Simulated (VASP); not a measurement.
Here is a VASP 6.6.1 calculation.

The input POSCAR:

```
KI
1.0
    2.4535653282     -4.2473909265      0.0000000000
    2.4535653282      4.2473909265      0.0000000000
    0.0000000000      0.0000000000      8.5819717627
K I
2 2
Direct
    0.5000000000      0.5000000000      0.5000000000
    0.5000000000      0.5000000000      0.0000000000
    0.8332910165      0.1667089835      0.2500000000
    0.1667089835      0.8332910165      0.7500000000
```

Contents of INCAR.step1:

```
ALGO     = Normal         # electronic algorithm
EDIFF    = 1E-4           # SCF threshold, eV
ENCUT    = 520            # plane-wave cutoff, eV
GGA      = PE             # functional
ISMEAR   = 0              # smearing method
LASPH    = T              # aspherical terms in the spheres
LCHARG   = F              # write CHGCAR
LREAL    = F              # projectors in reciprocal space
LWAVE    = T              # write WAVECAR
NBANDS   = 24             # bands
NELM     = 60             # most SCF steps
PREC     = Accurate       # precision mode
SIGMA    = 0.02           # smearing width, eV
```

File INCAR.step2:

```
ALGO     = Normal         # electronic algorithm
EDIFF    = 1E-6           # SCF threshold, eV
ENCUT    = 520            # plane-wave cutoff, eV
ISIF     = 2              # what is computed and relaxed
ISMEAR   = 0              # smearing method
ISTART   = 1            
LASPH    = T              # aspherical terms in the spheres
LCHARG   = F              # write CHGCAR
LMIXTAU  = T            
LREAL    = F              # projectors in reciprocal space
LWAVE    = F              # write WAVECAR
METAGGA  = R2SCAN         # meta-GGA
NBANDS   = 24             # bands
NELM     = 60             # most SCF steps
PREC     = Accurate       # precision mode
SIGMA    = 0.02           # smearing width, eV
```

File KPOINTS:

```
k-points
0
Gamma
  6 6 4
```

Potentials or basis: VASP PAW PBE potentials, release 64 (K_sv, I).

Run with:

```bash
$ cat potpaw_PBE.64/K_sv/POTCAR potpaw_PBE.64/I/POTCAR > POTCAR
$ cp INCAR.step1 INCAR
$ mpirun -np 1 vasp_std > vasp.out
$ cp INCAR.step2 INCAR
$ mpirun -np 1 vasp_std > vasp.out
```

(1) Estimate the band gap on the k mesh.

(2) What does it give for the pressure?

Answers

(1) 4.49 eV.

(2) 0.0 GPa.

Caveat: the PAW data sets were made with another functional, which shifts forces and pressure a little; spin-orbit coupling is left out, which moves the levels of the heavy elements.
